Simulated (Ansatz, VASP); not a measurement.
## Al in VASP and in Ansatz

Contents of INCAR:

```
SYSTEM = Al
PREC = Accurate
ENCUT = 520
EDIFF = 1E-6
ISMEAR = 0
SIGMA = 0.15
LREAL = .FALSE.
LASPH = .TRUE.
NELM = 100
ALGO = Normal
ISIF = 2
LWAVE = .FALSE.
LCHARG = .TRUE.
GGA = PE
IVDW = 12
LELF = .TRUE.
LVHAR = .TRUE.
NBANDS = 14
```

File KPOINTS:

```
regular mesh
0
G
  18 18 6
  0 0 0
```

File POSCAR:

```
Al
1.0
    2.8889998385      0.0000000000      0.0000000000
   -1.4444999192      2.5019472516      0.0000000000
    0.0000000000      0.0000000000      9.3346473780
Al
4
Direct
    0.0000000000      0.0000000000      0.0000000000
    0.3333333333      0.6666666667      0.2500000000
    0.0000000000      0.0000000000      0.5000000000
    0.6666666667      0.3333333333      0.7500000000
```

Input for Ansatz:

```yaml
crystal:
  lattice:
    - [2.8889998385, 0.0, 0.0]
    - [-1.4444999192, 2.5019472516, 0.0]
    - [0.0, 0.0, 9.334647378]
  atoms:
    - { symbol: Al, position: [0.0, 0.0, 0.0] }
    - { symbol: Al, position: [0.3333333333, 0.6666666667, 0.25] }
    - { symbol: Al, position: [0.0, 0.0, 0.5] }
    - { symbol: Al, position: [0.6666666667, 0.3333333333, 0.75] }
basis:
  ecutwfc: 420
kpoints:
  mp_grid: { grid: [18, 18, 6] }
hamiltonian:
  xc: pbe
  dispersion: d3bj
scf:
  occupations: { method: gaussian, width: 0.15 }
output:
  forces: true
  stress: true
  eigenvalues: true
```

Alike in both runs: task single point; functional PBE; dispersion D3(BJ); k mesh 18 × 18 × 6; occupations gaussian, width 0.15 eV; no spin polarisation.

|  | VASP | Ansatz |
| --- | --- | --- |
| version | VASP 6.6.1 | Ansatz 0.2.0 |
| potentials or method | VASP PAW PBE potentials, release 64 (Al), cutoff 520 eV | scalar-relativistic, plane waves, PAW |
| valence electrons in the cell | 12 | 12 |

Ansatz gave:

- gap on the k mesh at the Fermi level (eV): none
- pressure (GPa): -4.6
- traceless stress, the component that is largest in VASP (GPa): 0.97

What did VASP give for the same quantities?

gap on the k mesh at the Fermi level (eV): none; pressure (GPa): -4.7; traceless stress, the component that is largest in VASP (GPa): 0.97.

A gap of «none» marks a metal or a gap that the smearing closes.
